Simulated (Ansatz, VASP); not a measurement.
**One calculation of CdS, two programs**

```xyz
4
Lattice="4.1970 0.0000 0.0000 -2.0985 3.6347 0.0000 0.0000 0.0000 6.8279" Properties=species:S:1:pos:R:3 pbc="T T T"
Cd    0.0000    2.4231   -0.0055
Cd    2.0985    1.2116    3.4085
S     0.0000    2.4231    2.5659
S     2.0985    1.2116    5.9799
```

Alike in both runs: task relaxation of cell and atoms; functional LDA; k mesh 6 × 6 × 4; occupations gaussian, width 0.02 eV; no spin polarisation.

```csv
,VASP,Ansatz
version,VASP 6.6.1,Ansatz 0.2.0
potentials or method,"VASP PAW LDA potentials, release 64 (Cd, S), cutoff 600 eV","scalar-relativistic, plane waves, PAW"
valence electrons in the cell,36,52
```

```tsv
	VASP	Ansatz	Ansatz less VASP
gap on the k mesh at the Fermi level, each at its own relaxed structure (eV)	1.04	1.03	-0.014
relaxed volume (Å³/atom)	24.04	23.85	-0.184
relaxed cell length with the largest relative difference (Å)	4.086	4.075	-0.0115
```

LDA's correlation is that of Perdew and Zunger in VASP and of Perdew and Wang (1992) in Ansatz. VASP's potentials hold 36 valence electrons a cell and Ansatz's 52, so a difference there can come from the potentials and not from the codes.
